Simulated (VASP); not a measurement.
# NbSnSe4 (Imma) in VASP: a series of runs

The runs below take NbSnSe4 through single point, relaxation of cell and atoms, with PBE.

Program: VASP 6.6.1. These are calculated values, not measurements. Logs are shortened: lines on timing, memory, paths and dates and some standing lists are left out, and cuts for length are marked.

## 1. The cell of the first run

It takes space group Imma (No. 74, orthorhombic). Conventional cell: a = 7.035 Å, b = 8.272 Å, c = 11.286 Å, α = 90.00°, β = 90.00°, γ = 90.00°. Nb (site symmetry 2/m) has 6 Se at 2.59 to 2.63 Å and 2 Nb at 3.52 Å within 3.6 Å. Within 3.7 Å of Sn (site symmetry 2/m) lie 6 Se at 2.80 to 2.83 Å. Within 3.4 Å of Se (site symmetry m) lie 1 Nb at 2.59 Å and 2 Sn at 2.83 Å and 1 Se at 3.21 Å. Within 4.2 Å of Se (site symmetry m) lie 2 Nb at 2.63 Å and 1 Sn at 2.80 Å and 11 Se at 3.52 to 4.20 Å.

## 2. Single point, PBE

INCAR reads:

```
SYSTEM = NbSnSe4
PREC = Accurate
ENCUT = 500
EDIFF = 1E-6
ISMEAR = 0
SIGMA = 0.15
LREAL = .FALSE.
LASPH = .TRUE.
NELM = 120
ALGO = Normal
ISIF = 2
LWAVE = .FALSE.
LCHARG = .FALSE.
GGA = PE
NBANDS = 63
GGA_COMPAT = .FALSE.
```

KPOINTS reads:

```
Automatic mesh
0
G
  2 2 2
  0 0 0
```

POSCAR reads:

```
NbSnSe4
1.0
   -4.1362017950      3.5177116341      5.6428508525
    4.1362017950     -3.5177116341      5.6428508525
    4.1362017950      3.5177116341     -5.6428508525
Nb Sn Se
2 2 8
Direct
    0.5000000000      0.5000000000      0.0000000000
    0.0000000000      0.5000000000      0.5000000000
    0.0000000000      0.5000000000      0.0000000000
    0.0000000000      0.0000000000      0.5000000000
    0.7078056539      0.7295144148     -0.0217087608
    0.2921943461      0.2704855852      1.0217087608
    0.2512231756      0.7295144148      0.5217087608
    0.7487768244      0.2704855852      0.4782912392
    0.2478784738      0.7337646277      0.9858861539
    0.7521215262      0.7380076801      0.4858861539
    0.2478784738      0.2619923199      0.5141138461
    0.7521215262      0.2662353723      0.0141138461
```

Potentials or basis: VASP PAW PBE potentials, release 64 (Nb_sv, Sn_d, Se).

Run with:

```bash
> cat potpaw_PBE.64/Nb_sv/POTCAR potpaw_PBE.64/Sn_d/POTCAR potpaw_PBE.64/Se/POTCAR > POTCAR
> mpirun -np 1 vasp_std > vasp.out
```

OUTCAR:

```text
SYSTEM = NbSnSe4
   PREC = Accurate
   ENCUT = 500
   EDIFF = 1E-6
   ISMEAR = 0
   LREAL = .FALSE.
   LASPH = .TRUE.
   NELM = 120
   ISIF = 2
   GGA = PE

 ion  position               nearest neighbor table
   1  0.500  0.500  0.000-   5 2.59   6 2.59   9 2.63  10 2.63  11 2.63  12 2.63
   2  0.000  0.500  0.500-   7 2.59   8 2.59   9 2.63  10 2.63  11 2.63  12 2.63
   3  0.000  0.500  0.000-   9 2.80  12 2.80   7 2.83   8 2.83   6 2.83   5 2.83
   4  0.000  0.000  0.500-  10 2.80  11 2.80   6 2.83   5 2.83   8 2.83   7 2.83
   5  0.708  0.730  0.978-   1 2.59   4 2.83   3 2.83
   6  0.292  0.270  0.022-   1 2.59   4 2.83   3 2.83
   7  0.251  0.730  0.522-   2 2.59   4 2.83   3 2.83
   8  0.749  0.270  0.478-   2 2.59   3 2.83   4 2.83
   9  0.248  0.734  0.986-   1 2.63   2 2.63   3 2.80
  10  0.752  0.738  0.486-   1 2.63   2 2.63   4 2.80
  11  0.248  0.262  0.514-   1 2.63   2 2.63   4 2.80
  12  0.752  0.266  0.014-   1 2.63   2 2.63   3 2.80

  LATTYP: Found a body centered orthorhombic cell.
 ALAT       =     7.0354232682
 B/A-ratio  =     1.1758217345
 C/A-ratio  =     1.6041254769

  Lattice vectors:

 A1 = (   4.1362017950,   3.5177116341,   5.6428508525)
 A2 = (  -4.1362017950,  -3.5177116341,   5.6428508525)
 A3 = (   4.1362017950,  -3.5177116341,  -5.6428508525)

Analysis of symmetry for initial positions (statically):
=====================================================================
 Subroutine PRICEL returns:
 Original cell was already a primitive cell.

 Routine SETGRP: Setting up the symmetry group for a
 body centered orthorhombic supercell.

 Subroutine GETGRP returns: Found  8 space group operations
 (whereof  4 operations were pure point group operations)
 out of a pool of  8 trial point group operations.

The static configuration has the point symmetry C_2h.
 The point group associated with its full space group is D_2h.

Analysis of symmetry for dynamics (positions and initial velocities):
=====================================================================
 Subroutine PRICEL returns:
 Original cell was already a primitive cell.

 Routine SETGRP: Setting up the symmetry group for a
 body centered orthorhombic supercell.

 Subroutine GETGRP returns: Found  8 space group operations
 (whereof  4 operations were pure point group operations)
 out of a pool of  8 trial point group operations.

The dynamic configuration has the point symmetry C_2h.
 The point group associated with its full space group is D_2h.

 Subroutine INISYM returns: Found  8 space group operations
 (whereof  4 operations are pure point group operations),
 and found     1 'primitive' translations

----------------------------------------------------------------------------------------

                                     Primitive cell

  volume of cell :     328.4131

  direct lattice vectors                    reciprocal lattice vectors
    -4.136201795  3.517711634  5.642850852     0.000000000  0.142137859  0.088607694
     4.136201795 -3.517711634  5.642850852     0.120883851  0.000000000  0.088607694
     4.136201795  3.517711634 -5.642850852     0.120883851  0.142137859  0.000000000

  length of vectors
     7.830978622  7.830978622  7.830978622     0.167494759  0.149880715  0.186590665

  position of ions in fractional coordinates (direct lattice)
     0.500000000  0.500000000  0.000000000
     0.000000000  0.500000000  0.500000000
     1.000000000  0.500000000  0.000000000
     0.000000000  0.000000000  0.500000000
     0.707805654  0.729514415  0.978291239
     0.292194346  0.270485585  0.021708761
     0.251223176  0.729514415  0.521708761
     0.748776824  0.270485585  0.478291239
     0.247878474  0.733764628  0.985886154
     0.752121526  0.738007680  0.485886154
     0.247878474  0.261992320  0.514113846
     0.752121526  0.266235372  0.014113846

  ion indices of the primitive-cell ions
   primitive index   ion index
                 1           1
                 2           2
                 3           3
                 4           4
                 5           5
                 6           6
                 7           7
                 8           8
                 9           9
                10          10
                11          11
                12          12

----------------------------------------------------------------------------------------

 KPOINTS: Automatic mesh

Automatic generation of k-mesh.
 Grid dimensions read from file:
 generate k-points for:    2    2    2

 Generating k-lattice:

  Cartesian coordinates                     Fractional coordinates (reciprocal lattice)
     0.000000000  0.071068929  0.044303847     0.500000000 -0.000000000  0.000000000
     0.060441925  0.000000000  0.044303847    -0.000000000  0.500000000  0.000000000
     0.060441925  0.071068929  0.000000000     0.000000000  0.000000000  0.500000000

  Length of vectors
     0.083747380  0.074940358  0.093295333

  Shift w.r.t. Gamma in fractional coordinates (k-lattice)
     0.000000000  0.000000000  0.000000000

 Subroutine IBZKPT returns following result:
 ===========================================

 Found      5 irreducible k-points:

 Following reciprocal coordinates:
            Coordinates               Weight
  0.000000  0.000000  0.000000      1.000000
  0.500000  0.000000 -0.000000      2.000000
 -0.000000  0.500000  0.000000      2.000000
  0.500000  0.500000  0.000000      2.000000
  0.500000  0.500000  0.500000      1.000000
   k-points           NKPTS =      5   k-points in BZ     NKDIM =      5   number of bands    NBANDS=     63
   number of dos      NEDOS =    301   number of ions     NIONS =     12
   total plane-waves  NPLWV = 216000
   dimension x,y,z NGX =    60 NGY =   60 NGZ =   60
   dimension x,y,z NGXF=   120 NGYF=  120 NGZF=  120
   ions per type =               2   2   8
   NGX,Y,Z   is equivalent  to a cutoff of  12.74, 12.74, 12.74 a.u.
   NGXF,Y,Z  is equivalent  to a cutoff of  25.48, 25.48, 25.48 a.u.
 SYSTEM =  NbSnSe4
   PREC   = accura    normal or accurate (medium, high low for compatibility)
   ISTART =      0    job   : 0-new  1-cont  2-samecut
   ICHARG =      2    charge: 1-file 2-atom 10-const
   ISPIN  =      1    spin polarized calculation?
   LNONCOLLINEAR =      F non collinear calculations
   LSORBIT =      F    spin-orbit coupling
   LASPH  =      T    aspherical Exc in radial PAW
   ENCUT  =  500.0 eV  36.75 Ry    6.06 a.u.  14.28 14.28 14.28*2*pi/ulx,y,z
   NELM   =    120;   NELMIN=  2; NELMDL= -5     # of ELM steps
   EDIFF  = 0.1E-05   stopping-criterion for ELM
   LREAL  =      F    real-space projection
   EDIFFG = 0.1E-04   stopping-criterion for IOM
   NSW    =      0    number of steps for IOM
   IBRION =     -1    ionic relax: 0-MD 1-quasi-New 2-CG
   NFREE  =      0    steps in history (QN), initial steepest desc. (CG)
   ISIF   =      2    stress and relaxation
   ISYM   =      2    0-nonsym 1-usesym 2-fastsym
   POTIM  = 0.5000    time-step for ionic-motion
   TEBEG  =    0.0;   TEEND  =   0.0 temperature during run
   PSTRESS=    0.0 pullay stress
   NELECT =     102.0000    total number of electrons
   NUPDOWN=      -1.0000    fix difference up-down
   EMIN   =  10.00;   EMAX   =-10.00  energy-range for DOS
   EFERMI =   0.00;   METHOD = LEGACY
   ISMEAR =     0;   SIGMA  =   0.15  broadening in eV -4-tet -1-fermi 0-gaus
   EFERMI_NEDOS =   21; number of points for ismear=-14 and -15
   IALGO  =     38    algorithm
   IMIX   =      4    mixing-type and parameters
     AMIX     =   0.40;   BMIX     =  1.00
     AMIX_MAG =   1.60;   BMIX_MAG =  1.00
  volume/ion in A,a.u.               =      27.37       184.69
  Fermi-wavevector in a.u.,A,eV,Ry     =   1.108668  2.095078 16.723519  1.229144
  Thomas-Fermi vector in A             =   2.245198
   LORBIT       =      0    0 simple, 1 ext, 2 COOP (PROOUT), +10 PAW based schemes
   GGA     = PE    functional components
   LHFCALC =     F    Hartree Fock is set to
   AEXX    =    0.0000 exact exchange contribution
   IVDW    =     0    specifies the selected vdW correction
   LEPSILON=     F    determine dielectric tensor
   LRPA    =     F    only Hartree local field effects (RPA)
 non-spin polarized calculation
 Gauss-broadening in eV      SIGMA  =   0.15
  energy-cutoff  :      500.00
  volume of cell :      328.41
 maximum number of plane-waves:      8363
 NGX is ok and might be reduce to    60
   NGX = 29   NGY = 29   NGZ = 29

 number of electron     102.0000000 magnetization

 Free energy of the ion-electron system (eV)
  ---------------------------------------------------
  ext. energy  EPLUGINS =         0.00000000
  ---------------------------------------------------
  free energy    TOTEN  =       -62.57232230 eV

  energy without entropy =      -62.47711456  energy(sigma->0) =      -62.52471843

 E-fermi :   3.7911     XC(G=0):  -9.1228

 val. band max:        3.7771789365   @ k =   0.5000   0.5000   0.0000
 cond. band min:       3.8343159034   @ k =   0.5000   0.0000  -0.0000
 fundamental gap:      0.0571369669
 Fermi energy:         3.7911326840

 k-point     1 :       0.0000    0.0000    0.0000
  band No.  band energies     occupation
      1     -51.7180      2.00000
      2     -51.7096      2.00000
      3     -27.8235      2.00000
      4     -27.8018      2.00000
      5     -27.7919      2.00000
      6     -27.7402      2.00000
[... 55 lines left out ...]
     62       7.6330      0.00000
     63       7.9242      0.00000

 k-point     2 :       0.5000    0.0000   -0.0000
  band No.  band energies     occupation
      1     -51.7138      2.00000
      2     -51.7138      2.00000
      3     -27.7986      2.00000
      4     -27.7986      2.00000
      5     -27.7492      2.00000
      6     -27.7492      2.00000
[... 253 lines left out ...]
     62       7.5310      0.00000
     63       7.5948      0.00000

------------------------ aborting loop because EDIFF is reached ----------------------------------------

  FORCE on cell =-STRESS in cart. coord.  units (eV):
  Direction    XX          YY          ZZ          XY          YZ          ZX
  --------------------------------------------------------------------------------------
  -------------------------------------------------------------------------------------
  Total        0.1944701     -0.8628432     -0.3762019      0.0000000     -0.0000000      0.0000000
  in kB        0.9487307     -4.2094170     -1.8353167      0.0000000     -0.0000000      0.0000000
  external PRESSURE =      -1.6986677 kB  Pullay stress =       0.0000000 kB

 VOLUME and BASIS-vectors are now :
 -----------------------------------------------------------------------------
  energy-cutoff  :      500.00
  volume of cell :      328.41
      direct lattice vectors                 reciprocal lattice vectors
    -4.136201795  3.517711634  5.642850852     0.000000000  0.142137859  0.088607694
     4.136201795 -3.517711634  5.642850852     0.120883851  0.000000000  0.088607694
     4.136201795  3.517711634 -5.642850852     0.120883851  0.142137859  0.000000000

 POSITION                                       TOTAL-FORCE (eV/Angst)
 -----------------------------------------------------------------------------------
      0.00000      0.00000      5.64285         0.000000     -0.000000     -0.000000
      4.13620      0.00000      0.00000         0.000000     -0.000000     -0.000000
      2.06810     -1.75886      2.82143         0.000000     -0.000000     -0.000000
      2.06810      1.75886     -2.82143         0.000000     -0.000000     -0.000000
      4.13620      3.36498      2.59023         0.000000     -0.028603     -0.026553
     -0.00000      0.15273      3.05262         0.000000      0.028603      0.026553
      4.13620      0.15273      2.59023        -0.000000      0.028603     -0.026553
      0.00000      3.36498      3.05262         0.000000     -0.028603      0.026553
      6.08755      1.75886     -0.02394        -0.022061     -0.000000     -0.006300
      1.95135      1.75886      5.66679        -0.022061      0.000000      0.006300
      2.18486      1.75886     -0.02394         0.022061     -0.000000     -0.006300
     -1.95135      1.75886      5.66679         0.022061     -0.000000      0.006300
 -----------------------------------------------------------------------------------
    total drift:                                0.000000     -0.000000      0.000000

  FREE ENERGIE OF THE ION-ELECTRON SYSTEM (eV)
  ---------------------------------------------------
  free  energy   TOTEN  =       -62.5723223020 eV

  energy  without entropy=      -62.4771145626  energy(sigma->0) =      -62.52471843
```

Wall time 2 min (1 thread of AMD EPYC 9R45 (Zen 5), shared host); peak memory 0.5 GiB.

What came out:

```
Free energy            : -62.5723 eV
Pressure               : -0.2 GPa
Largest force          : 0.039 eV/Å
Band gap on the k mesh : zero (bands 51 and 52 overlap by 0.56 eV)
```

Forces on the atoms (eV/Å):
```
Nb   0.000  0.000  0.000
Nb   0.000  0.000  0.000
Sn   0.000  0.000  0.000
Sn   0.000  0.000  0.000
Se   0.000 -0.029 -0.027
Se   0.000  0.029  0.027
Se   0.000  0.029 -0.027
Se   0.000 -0.029  0.027
Se  -0.022  0.000 -0.006
Se  -0.022  0.000  0.006
Se   0.022  0.000 -0.006
Se   0.022  0.000  0.006
```

Caveat: the k points lie up to 0.53 Å⁻¹ apart, too coarse for converged energies and pressures of a metal; spin-orbit coupling is left out, which moves the levels of the heavy elements.

(Continued in part 2 of 2.)
